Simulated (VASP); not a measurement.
Write the native input for VASP 6.6.1 that does the following.

```yaml
Task: single point
Functional: PBEsol
Potentials_or_basis: VASP PAW PBE potentials, release 64 (Hg, Te)
Cutoff: 520 eV
k_mesh: 12 × 12 × 12
Occupations: fermi-dirac, width 0.08 eV
Spin: no spin polarisation
Dipole_correction: no
Further_INCAR_settings: ALGO = Normal; EDIFF = 1e-06; NBANDS = 16
```

The structure of HgTe lies in POSCAR:

```
HgTe
1.0
    0.0000000000      2.9215000000      2.9507150000
    2.9215000000      0.0000000000      2.9507150000
    2.9215000000      2.9215000000      0.0000000000
Hg Te
1 1
Direct
    0.0000000000      0.0000000000      0.0000000000
    0.5000000000      0.5000000000      0.5000000000
```

This cell differs from its parent crystal: zz strain of +1 %.

One way to write it, as run:

INCAR

```
PREC     = Accurate       # precision mode
ENCUT    = 520            # plane-wave cutoff, eV
EDIFF    = 1E-6           # SCF threshold, eV
ISMEAR   = -1             # smearing method
SIGMA    = 0.08           # smearing width, eV
LREAL    = F              # projectors in reciprocal space
LASPH    = T              # aspherical terms in the spheres
NELM     = 60             # most SCF steps
ALGO     = Normal         # electronic algorithm
ISIF     = 2              # what is computed and relaxed
LWAVE    = F              # write WAVECAR
LCHARG   = F              # write CHGCAR
GGA      = PS             # functional
NBANDS   = 16             # bands
```

KPOINTS

```
Automatic mesh
0
Gamma
  12 12 12
```

Potentials or basis: VASP PAW PBE potentials, release 64 (Hg, Te).

The run is started by

```bash
$ cat potpaw_PBE.64/Hg/POTCAR potpaw_PBE.64/Te/POTCAR > POTCAR
$ mpirun -np 1 vasp_std > vasp.out
```

Results of the run:

- Pressure: 5.5 GPa
- Band gap on the k mesh: zero (bands 9 and 10 overlap by 3.22 eV)

Caveat: the cell differs from its parent crystal (zz strain of +1 %); the cell stands under pressure; the PAW data sets were made with another functional, which shifts forces and pressure a little; spin-orbit coupling is left out, which moves the levels of the heavy elements.

It took 64 s on 1 thread of Intel Xeon 8259CL, on a shared host, peak memory 0.28 GiB.
